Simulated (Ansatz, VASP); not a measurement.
## W: VASP beside Ansatz

INCAR

```
ALGO = Normal
EDIFF = 1E-6
ENCUT = 520
GGA = PE
ISIF = 2
ISMEAR = 1
LASPH = True
LCHARG = True
LELF = True
LREAL = Auto
LVHAR = True
LWAVE = False
NBANDS = 126
NELM = 60
PREC = Accurate
SIGMA = 0.1
```

Contents of KPOINTS:

```
k-points
0
Gamma
  5 5 5
```

POSCAR

```
W
1.0
    6.3684112237      0.0000000000      0.0000000000
    0.0000000000      6.3684112237      0.0000000000
    0.0000000000      0.0000000000      6.3684112237
W
16
Direct
    0.0000000000      0.0000000000      0.0000000000
    0.2500000000      0.2500000000      0.2500000000
    0.0000000000      0.0000000000      0.5000000000
    0.2500000000      0.2500000000      0.7500000000
    0.0000000000      0.5000000000      0.0000000000
    0.2500000000      0.7500000000      0.2500000000
    0.0000000000      0.5000000000      0.5000000000
    0.2500000000      0.7500000000      0.7500000000
    0.5000000000      0.0000000000      0.0000000000
    0.7500000000      0.2500000000      0.2500000000
    0.5000000000      0.0000000000      0.5000000000
    0.7500000000      0.2500000000      0.7500000000
    0.5000000000      0.5000000000      0.0000000000
    0.7500000000      0.7500000000      0.2500000000
    0.5000000000      0.5000000000      0.5000000000
    0.7500000000      0.7500000000      0.7500000000
```

Input for Ansatz:

```yaml
crystal:
  lattice:
    - [6.3684112237, 0.0, 0.0]
    - [0.0, 6.3684112237, 0.0]
    - [0.0, 0.0, 6.3684112237]
  atoms:
    - { symbol: W, position: [0.0, 0.0, 0.0] }
    - { symbol: W, position: [0.25, 0.25, 0.25] }
    - { symbol: W, position: [0.0, 0.0, 0.5] }
    - { symbol: W, position: [0.25, 0.25, 0.75] }
    - { symbol: W, position: [0.0, 0.5, 0.0] }
    - { symbol: W, position: [0.25, 0.75, 0.25] }
    - { symbol: W, position: [0.0, 0.5, 0.5] }
    - { symbol: W, position: [0.25, 0.75, 0.75] }
    - { symbol: W, position: [0.5, 0.0, 0.0] }
    - { symbol: W, position: [0.75, 0.25, 0.25] }
    - { symbol: W, position: [0.5, 0.0, 0.5] }
    - { symbol: W, position: [0.75, 0.25, 0.75] }
    - { symbol: W, position: [0.5, 0.5, 0.0] }
    - { symbol: W, position: [0.75, 0.75, 0.25] }
    - { symbol: W, position: [0.5, 0.5, 0.5] }
    - { symbol: W, position: [0.75, 0.75, 0.75] }
basis:
  ecutwfc: 420
  xc_grid: 2
hamiltonian:
  xc: pbe
  pseudopotentials: { kind: paw, azcp: { folder: soft_1 } }
kpoints:
  mp_grid: { grid: [5, 5, 5] }
scf:
  occupations: { method: methfessel_paxton, width: 0.1 }
  max_iter: 120
output:
  forces: true
  stress: true
```

Alike in both runs: task single point; functional PBE; k mesh 5 × 5 × 5; occupations methfessel-paxton of order 1, width 0.1 eV; no spin polarisation.

```csv
,VASP,Ansatz
version,VASP 6.6.1,Ansatz 0.2.0
potentials or method,"VASP PAW PBE potentials, release 64 (W_sv), cutoff 520 eV",plane-wave PAW DFT
valence electrons in the cell,224,224
```

Ansatz gave:

- pressure (GPa): -0.1

Q: Which values does VASP return?

A: Pressure (GPa): 0.3.

With one functional, cell and mesh, what is left measures potentials, basis and numerics.

Spin-orbit coupling is off throughout.
